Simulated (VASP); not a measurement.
Set up this calculation in VASP 6.6.1, as the native input.

* Task: single point
* Functional: PBE
* Potentials or basis: VASP PAW PBE potentials, release 64 (Mo_sv, P)
* Cutoff: 520 eV
* k mesh: 4 × 3 × 3
* Occupations: gaussian, width 0.1 eV
* Spin: no spin polarisation
* Dipole correction: no
* Further INCAR settings: LREAL = Auto; ALGO = Normal; EDIFF = 1e-07; NBANDS = 116; ISYM = 0

The structure of Mo11P9 lies in POSCAR:

```
Mo11P9
1.0
    6.1160080813     -0.0034707381      0.0309574417
    0.0204575096      7.0802903982      0.0340750670
   -0.0055325154      0.0325219268      7.1012414348
Mo P
11 9
Direct
    0.6389872698      0.8350582289      0.1984444325
    0.6899872654      0.4540613805      0.9546241462
    0.2991140509      0.5960803756      0.2447204052
    0.5459776714      0.2302070174      0.3121758636
    0.0270992276      0.2472928129      0.3668945659
    0.1768382078      1.0000885796      0.1173141136
    0.3258622696      0.9369316199      0.5008196081
    0.4993371867      0.0748464988      0.8721919791
    0.0634312740      0.2415065310      0.7772390841
    0.5984852028      0.5942916941      0.5404758625
    0.7976778076      0.9581941406      0.5734012118
    0.3040718031      0.3276600916      0.0400690531
    0.2894551624      0.4013882987      0.5511712827
    0.1266871462      0.8925790780      0.7945619512
    0.8211118165      0.1319752741      0.0737646392
    1.0067988410      0.7937913325      0.3454297316
    0.8022278384      0.5134875941      0.2660352854
    0.0726918411      0.5625959041      0.9311121981
    0.6425924013      0.7674430631      0.8290703185
    0.6969669260      0.2779644980      0.6419230712
```

These files were run (other wordings do the same):

INCAR

```
SYSTEM = Mo11P9
ALGO = Normal
EDIFF = 1E-7
ENCUT = 520
GGA = PE
ISIF = 2
ISMEAR = 0
ISYM = 0
LASPH = .True.
LCHARG = .True.
LELF = .True.
LREAL = Auto
LVHAR = .True.
LWAVE = .False.
NBANDS = 116
NELM = 80
PREC = Accurate
SIGMA = 0.1
```

KPOINTS

```
k-points
0
Gamma
  4 3 3
  0 0 0
```

Potentials or basis: VASP PAW PBE potentials, release 64 (Mo_sv, P).

The run is started by

```sh
$ cat potpaw_PBE.64/Mo_sv/POTCAR potpaw_PBE.64/P/POTCAR > POTCAR
$ mpirun -np 1 vasp_std > vasp.out
```

Results of the run:

The pressure is 0.2 GPa and the largest force is 0.053 eV/Å. The band gap on the k mesh is zero (an odd number of electrons rules out a gap without spin polarisation).

Caveat: the atoms stand as in a frame of molecular dynamics.

It took 21 min on 1 thread of Intel(R) Xeon(R) Platinum 8488C (Sapphire Rapids) (shared host), peak memory 0.61 GiB.
